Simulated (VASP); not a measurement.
Write the native input for VASP 6.6.1 that does the following.

```yaml
Task: single point
Functional: PBE
Potentials_or_basis: VASP PAW PBE potentials, release 64 (Rb_sv, Br)
Cutoff: 520 eV
k_mesh: 6 × 6 × 6
Occupations: fermi-dirac, width 0.02 eV
Spin: non-collinear spin, zero start, spin-orbit coupling
Starting_moments: "[[0.0, 0.0, 0.0], [0.0, 0.0, 0.0]] μB"
Dipole_correction: no
Further_INCAR_settings: ALGO = Normal; EDIFF = 1e-06; NBANDS = 28
```

The structure of RbBr lies in POSCAR:

```
RbBr
1.0
    0.0000000000      3.4275000000      3.4275000000
    3.4275000000      0.0000000000      3.4275000000
    3.4275000000      3.4275000000      0.0000000000
Rb Br
1 1
Direct
    0.0000000000      0.0000000000      0.0000000000
    0.5000000000      0.5000000000      0.5000000000
```

The input as run:

INCAR

```
SYSTEM = RbBr
PREC = Accurate
ENCUT = 520
EDIFF = 1E-6
ISMEAR = -1
SIGMA = 0.02
LREAL = .False.
LASPH = .True.
NELM = 150
ALGO = Normal
ISIF = 2
LWAVE = .False.
LCHARG = .True.
MAGMOM = 0 0 0 0 0 0
LORBIT = 11
LSORBIT = .True.
GGA_COMPAT = .False.
LORBMOM = .True.
GGA = PE
LVHAR = .True.
NBANDS = 28
```

KPOINTS

```
regular mesh
0
Gamma
  6 6 6
  0 0 0
```

Potentials or basis: VASP PAW PBE potentials, release 64 (Rb_sv, Br).

The run is started by

```bash
$ cat potpaw_PBE.64/Rb_sv/POTCAR potpaw_PBE.64/Br/POTCAR > POTCAR
$ mpirun -np 1 vasp_ncl > vasp.out
```

It gave:

```
Pressure                                              : 1.0 GPa
Net moment                                            : 0.00 μB per cell
Valence electrons inside the program's atomic spheres : Rb 7.32; Br 4.90
```

It took 3.7 min on 1 thread of AMD EPYC 7571 (shared host), peak memory 0.36 GiB.
